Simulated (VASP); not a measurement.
# InSb (F-43m) in VASP: a series of runs

InSb is run at these levels: PBEsol; tasks: single point.

Program: VASP 6.6.1. These are calculated values, not measurements. Logs are shortened: lines on timing, memory, paths and dates and some standing lists are left out, and cuts for length are marked.

### 1 The cell of the first run

The structure is cubic, space group F-43m (No. 216). Conventional cell: a = 6.522 Å, b = 6.522 Å, c = 6.522 Å, α = 90.00°, β = 90.00°, γ = 90.00°. In (site symmetry -43m) has 4 Sb at 2.82 Å within 3.7 Å. Sb (site symmetry -43m) has 4 In at 2.82 Å within 3.7 Å.

### 2 Single point, PBEsol

The input, INCAR:

```
SYSTEM = InSb
PREC     = Accurate       ! precision mode
ENCUT    = 500            ! plane-wave cutoff, eV
EDIFF    = 1E-6           ! SCF threshold, eV
ISMEAR   = 0              ! smearing method
SIGMA    = 0.05           ! smearing width, eV
LREAL    = .False.        ! projectors in reciprocal space
LASPH    = .True.         ! aspherical terms in the spheres
NELM     = 120            ! most SCF steps
ALGO     = Normal         ! electronic algorithm
ISIF     = 2              ! what is computed and relaxed
LWAVE    = .False.        ! write WAVECAR
LCHARG   = .False.        ! write CHGCAR
GGA      = PS             ! functional
NBANDS   = 16             ! bands
GGA_COMPAT= .False.
```

The input, KPOINTS:

```
Automatic mesh
0
Gamma
  4 4 4
  0 0 0
```

The input, POSCAR:

```
InSb
1.0
    0.0000000000      3.2611162705      3.2611162705
    3.2611162705      0.0000000000      3.2611162705
    3.2611162705      3.2611162705      0.0000000000
In Sb
1 1
Direct
    0.0000000000      0.0000000000      0.0000000000
    0.2500000000      0.2500000000      0.2500000000
```

Potentials or basis: VASP PAW PBE potentials, release 64 (In_d, Sb).

Launch:

```bash
> cat potpaw_PBE.64/In_d/POTCAR potpaw_PBE.64/Sb/POTCAR > POTCAR
> mpirun -np 1 vasp_std > vasp.out
```

OUTCAR:

```text
SYSTEM = InSb
   PREC = Accurate
   ENCUT = 500
   EDIFF = 1E-6
   ISMEAR = 0
   LREAL = .False.
   LASPH = .True.
   NELM = 120
   ISIF = 2
   GGA = PS

 ion  position               nearest neighbor table
   1  0.000  0.000  0.000-   2 2.82   2 2.82   2 2.82   2 2.82
   2  0.250  0.250  0.250-   1 2.82   1 2.82   1 2.82   1 2.82

  LATTYP: Found a face centered cubic cell.
 ALAT       =     6.5222325410

  Lattice vectors:

 A1 = (   0.0000000000,   3.2611162705,   3.2611162705)
 A2 = (   3.2611162705,   0.0000000000,   3.2611162705)
 A3 = (   3.2611162705,   3.2611162705,   0.0000000000)

Analysis of symmetry for initial positions (statically):
=====================================================================
 Subroutine PRICEL returns:
 Original cell was already a primitive cell.

 Routine SETGRP: Setting up the symmetry group for a
 face centered cubic supercell.

 Subroutine GETGRP returns: Found 24 space group operations
 (whereof 24 operations were pure point group operations)
 out of a pool of 48 trial point group operations.

The static configuration has the point symmetry T_d .

Analysis of symmetry for dynamics (positions and initial velocities):
=====================================================================
 Subroutine PRICEL returns:
 Original cell was already a primitive cell.

 Routine SETGRP: Setting up the symmetry group for a
 face centered cubic supercell.

 Subroutine GETGRP returns: Found 24 space group operations
 (whereof 24 operations were pure point group operations)
 out of a pool of 48 trial point group operations.

The dynamic configuration has the point symmetry T_d .

 Subroutine INISYM returns: Found 24 space group operations
 (whereof 24 operations are pure point group operations),
 and found     1 'primitive' translations

----------------------------------------------------------------------------------------

                                     Primitive cell

  volume of cell :      69.3632

  direct lattice vectors                    reciprocal lattice vectors
     0.000000000  3.261116271  3.261116271    -0.153321734  0.153321734  0.153321734
     3.261116271  0.000000000  3.261116271     0.153321734 -0.153321734  0.153321734
     3.261116271  3.261116271  0.000000000     0.153321734  0.153321734 -0.153321734

  length of vectors
     4.611914858  4.611914858  4.611914858     0.265561032  0.265561032  0.265561032

  position of ions in fractional coordinates (direct lattice)
     0.000000000  0.000000000  0.000000000
     0.250000000  0.250000000  0.250000000

  ion indices of the primitive-cell ions
   primitive index   ion index
                 1           1
                 2           2

----------------------------------------------------------------------------------------

 KPOINTS: Automatic mesh

Automatic generation of k-mesh.
 Grid dimensions read from file:
 generate k-points for:    4    4    4

 Generating k-lattice:

  Cartesian coordinates                     Fractional coordinates (reciprocal lattice)
    -0.038330433  0.038330433  0.038330433     0.250000000  0.000000000  0.000000000
     0.038330433 -0.038330433  0.038330433     0.000000000  0.250000000  0.000000000
     0.038330433  0.038330433 -0.038330433     0.000000000  0.000000000  0.250000000

  Length of vectors
     0.066390258  0.066390258  0.066390258

  Shift w.r.t. Gamma in fractional coordinates (k-lattice)
     0.000000000  0.000000000  0.000000000

 Subroutine IBZKPT returns following result:
 ===========================================

 Found      8 irreducible k-points:

 Following reciprocal coordinates:
            Coordinates               Weight
  0.000000  0.000000  0.000000      1.000000
  0.250000  0.000000  0.000000      8.000000
  0.500000  0.000000  0.000000      4.000000
  0.250000  0.250000  0.000000      6.000000
  0.500000  0.250000  0.000000     24.000000
 -0.250000  0.250000  0.000000     12.000000
  0.500000  0.500000  0.000000      3.000000
 -0.250000  0.500000  0.250000      6.000000
   k-points           NKPTS =      8   k-points in BZ     NKDIM =      8   number of bands    NBANDS=     16
   number of dos      NEDOS =    301   number of ions     NIONS =      2
   total plane-waves  NPLWV =  46656
   dimension x,y,z NGX =    36 NGY =   36 NGZ =   36
   dimension x,y,z NGXF=    72 NGYF=   72 NGZF=   72
   ions per type =               1   1
   NGX,Y,Z   is equivalent  to a cutoff of  12.98, 12.98, 12.98 a.u.
   NGXF,Y,Z  is equivalent  to a cutoff of  25.95, 25.95, 25.95 a.u.
 SYSTEM =  InSb
   PREC   = accura    normal or accurate (medium, high low for compatibility)
   ISTART =      0    job   : 0-new  1-cont  2-samecut
   ICHARG =      2    charge: 1-file 2-atom 10-const
   ISPIN  =      1    spin polarized calculation?
   LNONCOLLINEAR =      F non collinear calculations
   LSORBIT =      F    spin-orbit coupling
   LASPH  =      T    aspherical Exc in radial PAW
   ENCUT  =  500.0 eV  36.75 Ry    6.06 a.u.   8.41  8.41  8.41*2*pi/ulx,y,z
   NELM   =    120;   NELMIN=  2; NELMDL= -5     # of ELM steps
   EDIFF  = 0.1E-05   stopping-criterion for ELM
   LREAL  =      F    real-space projection
   EDIFFG = 0.1E-04   stopping-criterion for IOM
   NSW    =      0    number of steps for IOM
   IBRION =     -1    ionic relax: 0-MD 1-quasi-New 2-CG
   NFREE  =      0    steps in history (QN), initial steepest desc. (CG)
   ISIF   =      2    stress and relaxation
   ISYM   =      2    0-nonsym 1-usesym 2-fastsym
   POTIM  = 0.5000    time-step for ionic-motion
   TEBEG  =    0.0;   TEEND  =   0.0 temperature during run
   PSTRESS=    0.0 pullay stress
   NELECT =      18.0000    total number of electrons
   NUPDOWN=      -1.0000    fix difference up-down
   EMIN   =  10.00;   EMAX   =-10.00  energy-range for DOS
   EFERMI =   0.00;   METHOD = LEGACY
   ISMEAR =     0;   SIGMA  =   0.05  broadening in eV -4-tet -1-fermi 0-gaus
   EFERMI_NEDOS =   21; number of points for ismear=-14 and -15
   IALGO  =     38    algorithm
   IMIX   =      4    mixing-type and parameters
     AMIX     =   0.40;   BMIX     =  1.00
     AMIX_MAG =   1.60;   BMIX_MAG =  1.00
  volume/ion in A,a.u.               =      34.68       234.04
  Fermi-wavevector in a.u.,A,eV,Ry     =   1.044214  1.973278 14.835551  1.090382
  Thomas-Fermi vector in A             =   2.178957
   LORBIT       =      0    0 simple, 1 ext, 2 COOP (PROOUT), +10 PAW based schemes
   GGA     = PS    functional components
   LHFCALC =     F    Hartree Fock is set to
   AEXX    =    0.0000 exact exchange contribution
   IVDW    =     0    specifies the selected vdW correction
   LEPSILON=     F    determine dielectric tensor
   LRPA    =     F    only Hartree local field effects (RPA)
 non-spin polarized calculation
 Gauss-broadening in eV      SIGMA  =   0.05
  energy-cutoff  :      500.00
  volume of cell :       69.36
 maximum number of plane-waves:      1807
 NGX is ok and might be reduce to    36
   NGX = 17   NGY = 17   NGZ = 17

 number of electron      17.9999995 magnetization

 Free energy of the ion-electron system (eV)
  ---------------------------------------------------
  ext. energy  EPLUGINS =         0.00000000
  ---------------------------------------------------
  free energy    TOTEN  =        -7.54886921 eV

  energy without entropy =       -7.54766403  energy(sigma->0) =       -7.54826662

 E-fermi :   4.8080     XC(G=0):  -8.7618

 val. band max:        4.7928180353   @ k =   0.0000   0.0000   0.0000
 cond. band min:       5.2159391359   @ k =   0.5000   0.0000   0.0000
 fundamental gap:      0.4231211005
 Fermi energy:         4.8080464556

 k-point     1 :       0.0000    0.0000    0.0000
  band No.  band energies     occupation
      1      -9.7355      2.00000
      2      -9.7355      2.00000
      3      -9.7355      2.00000
      4      -9.6559      2.00000
      5      -9.6559      2.00000
      6      -5.8309      2.00000
      7       4.4102      2.00000
      8       4.7928      1.33333
      9       4.7928      1.33333
     10       4.7928      1.33333
     11       7.7012      0.00000
     12       7.7012      0.00000
     13       7.7012      0.00000
     14      10.3318      0.00000
     15      13.0166      0.00000
     16      13.0166      0.00000

 k-point     2 :       0.2500    0.0000    0.0000
  band No.  band energies     occupation
      1      -9.7579      2.00000
      2      -9.7257      2.00000
      3      -9.7257      2.00000
      4      -9.6560      2.00000
      5      -9.6560      2.00000
      6      -5.3048      2.00000
      7       1.1646      2.00000
      8       4.2062      2.00000
      9       4.2062      2.00000
     10       5.5459      0.00000
     11       8.4265      0.00000
     12       8.4265      0.00000
     13       9.3883      0.00000
     14      11.5169      0.00000
     15      12.0056      0.00000
     16      12.0056      0.00000

 k-point     3 :       0.5000    0.0000    0.0000
  band No.  band energies     occupation
      1      -9.7799      2.00000
      2      -9.7178      2.00000
      3      -9.7178      2.00000
      4      -9.6541      2.00000
      5      -9.6541      2.00000
      6      -4.5013      2.00000
      7      -0.7877      2.00000
      8       3.8048      2.00000
      9       3.8048      2.00000
     10       5.2159      0.00000
     11       8.5436      0.00000
     12       8.5436      0.00000
     13      10.7457      0.00000
     14      12.8596      0.00000
     15      13.8703      0.00000
     16      13.8703      0.00000

 k-point     4 :       0.2500    0.2500    0.0000
  band No.  band energies     occupation
      1      -9.7752      2.00000
      2      -9.7150      2.00000
      3      -9.7150      2.00000
      4      -9.6641      2.00000
      5      -9.6515      2.00000
      6      -5.1199      2.00000
      7       1.0903      2.00000
      8       3.3857      2.00000
      9       3.3857      2.00000
     10       6.2923      0.00000
     11       7.2020      0.00000
     12      10.0111      0.00000
     13      10.0111      0.00000
     14      10.6928      0.00000
     15      13.4035      0.00000
     16      13.6409      0.00000

 k-point     5 :       0.5000    0.2500    0.0000
  band No.  band energies     occupation
      1      -9.7929      2.00000
      2      -9.7084      2.00000
      3      -9.7051      2.00000
      4      -9.6643      2.00000
      5      -9.6515      2.00000
      6      -4.2634      2.00000
      7      -0.6277      2.00000
      8       2.1641      2.00000
      9       3.0876      2.00000
     10       6.4748      0.00000
     11       8.3788      0.00000
     12       9.7393      0.00000
     13      10.3195      0.00000
     14      12.9834      0.00000
     15      14.1146      0.00000
     16      14.3639      0.00000

 k-point     6 :      -0.2500    0.2500    0.0000
  band No.  band energies     occupation
      1      -9.7805      2.00000
      2      -9.7142      2.00000
      3      -9.7141      2.00000
      4      -9.6578      2.00000
      5      -9.6561      2.00000
      6      -4.5807      2.00000
      7      -0.1263      2.00000
      8       2.0832      2.00000
      9       3.7505      2.00000
     10       6.7261      0.00000
     11       9.1468      0.00000
     12       9.2375      0.00000
     13       9.4225      0.00000
     14      11.5652      0.00000
     15      12.8430      0.00000
     16      14.5033      0.00000

 k-point     7 :       0.5000    0.5000    0.0000
  band No.  band energies     occupation
      1      -9.8110      2.00000
      2      -9.6939      2.00000
      3      -9.6939      2.00000
      4      -9.6742      2.00000
      5      -9.6472      2.00000
      6      -3.9081      2.00000
      7      -1.0908      2.00000
      8       2.5695      2.00000
      9       2.5695      2.00000
     10       6.0544      0.00000
     11       6.0632      0.00000
     12      12.7834      0.00000
     13      12.7834      0.00000
     14      13.3797      0.00000
     15      14.9697      0.00000
     16      15.1068      0.00000

 k-point     8 :      -0.2500    0.5000    0.2500
  band No.  band energies     occupation
      1      -9.7986      2.00000
      2      -9.7085      2.00000
      3      -9.6965      2.00000
      4      -9.6647      2.00000
      5      -9.6536      2.00000
      6      -3.8730      2.00000
      7      -0.9859      2.00000
      8       1.9743      2.00000
      9       2.1006      2.00000
     10       8.1925      0.00000
     11       8.6935      0.00000
     12       8.9082      0.00000
     13       9.6349      0.00000
     14      13.6417      0.00000
     15      14.4515      0.00000
     16      15.1114      0.00000

------------------------ aborting loop because EDIFF is reached ----------------------------------------

  FORCE on cell =-STRESS in cart. coord.  units (eV):
  Direction    XX          YY          ZZ          XY          YZ          ZX
  --------------------------------------------------------------------------------------
  -------------------------------------------------------------------------------------
  Total        0.1990297      0.1990297      0.1990297     -0.0000000      0.0000000      0.0000000
  in kB        4.5972655      4.5972655      4.5972655     -0.0000000      0.0000000      0.0000000
  external PRESSURE =       4.5972655 kB  Pullay stress =       0.0000000 kB

 VOLUME and BASIS-vectors are now :
 -----------------------------------------------------------------------------
  energy-cutoff  :      500.00
  volume of cell :       69.36
      direct lattice vectors                 reciprocal lattice vectors
     0.000000000  3.261116271  3.261116271    -0.153321734  0.153321734  0.153321734
     3.261116271  0.000000000  3.261116271     0.153321734 -0.153321734  0.153321734
     3.261116271  3.261116271  0.000000000     0.153321734  0.153321734 -0.153321734

 POSITION                                       TOTAL-FORCE (eV/Angst)
 -----------------------------------------------------------------------------------
      0.00000      0.00000      0.00000         0.000000      0.000000      0.000000
      1.63056      1.63056      1.63056        -0.000000     -0.000000     -0.000000
 -----------------------------------------------------------------------------------
    total drift:                                0.000000      0.000000      0.000000

  FREE ENERGIE OF THE ION-ELECTRON SYSTEM (eV)
  ---------------------------------------------------
  free  energy   TOTEN  =        -7.5488692093 eV

  energy  without entropy=       -7.5476640349  energy(sigma->0) =       -7.54826662
```

Run time: 5.5 s. Hardware: 1 thread of Intel Xeon 6975P-C (Granite Rapids), shared host; peak memory 0.2 GiB.

What came out:

```
Free energy            : -7.5489 eV
Pressure               : 0.5 GPa
Band gap on the k mesh : zero (filled and empty bands touch)
```

Caveat: the k points lie up to 0.42 Å⁻¹ apart; the PAW data sets were made with another functional, which shifts forces and pressure a little; spin-orbit coupling is left out, which moves the levels of the heavy elements.

### 3 Single point, PBEsol

This run uses another cell than the first one, of 33.91 Å³/atom, 0.978 times its volume.

The input, INCAR:

```
SYSTEM = InSb
PREC = Accurate
ENCUT = 500
EDIFF = 1E-6
ISMEAR = 0
SIGMA = 0.05
LREAL = .False.
LASPH = .True.
NELM = 120
ALGO = Normal
ISIF = 2
LWAVE = .False.
LCHARG = .True.
GGA = PS
LELF = .True.
LVHAR = .True.
NBANDS = 16
GGA_COMPAT = .False.
```

The input, KPOINTS:

```
Automatic mesh
0
Gamma
  6 6 6
  0 0 0
```

The input, POSCAR:

```
InSb
1.0
    0.0000000000      3.2368965126      3.2368965126
    3.2368965126      0.0000000000      3.2368965126
    3.2368965126      3.2368965126      0.0000000000
In Sb
1 1
Direct
    0.0000000000      0.0000000000      0.0000000000
    0.2500000000      0.2500000000      0.2500000000
```

Potentials or basis: VASP PAW PBE potentials, release 64 (In_d, Sb).

Launch:

```bash
> cat potpaw_PBE.64/In_d/POTCAR potpaw_PBE.64/Sb/POTCAR > POTCAR
> mpirun -np 1 vasp_std > vasp.out
```

Run time: 8.9 s. Hardware: 1 thread of Intel Xeon 6975P-C (Granite Rapids), shared host; peak memory 0.21 GiB.

The run converged. Its results:

```yaml
Free_energy: -7.6721 eV
Pressure: 1.0 GPa
Band_gap_on_the_k_mesh: zero (filled and empty bands touch)
```

Levels at points of the mesh, in eV from the Fermi level:
| k point | band 6 | band 7 | band 8 | band 9 | band 10 | band 11 | band 12 | band 13 |
| --- | --- | --- | --- | --- | --- | --- | --- | --- |
| (0.00, 0.00, 0.00) | -10.78 | -0.26 | -0.02 | -0.02 | -0.02 | 2.91 | 2.91 | 2.91 |
| (0.50, 0.00, 0.00) | -9.40 | -5.69 | -1.03 | -1.03 | 0.46 | 3.76 | 3.76 | 5.94 |
| (0.50, 0.50, 0.00) | -8.78 | -5.98 | -2.30 | -2.30 | 1.23 | 1.24 | 8.12 | 8.12 |

Caveat: the PAW data sets were made with another functional, which shifts forces and pressure a little; spin-orbit coupling is left out, which moves the levels of the heavy elements.

(Part 1 of 2 ends here.)
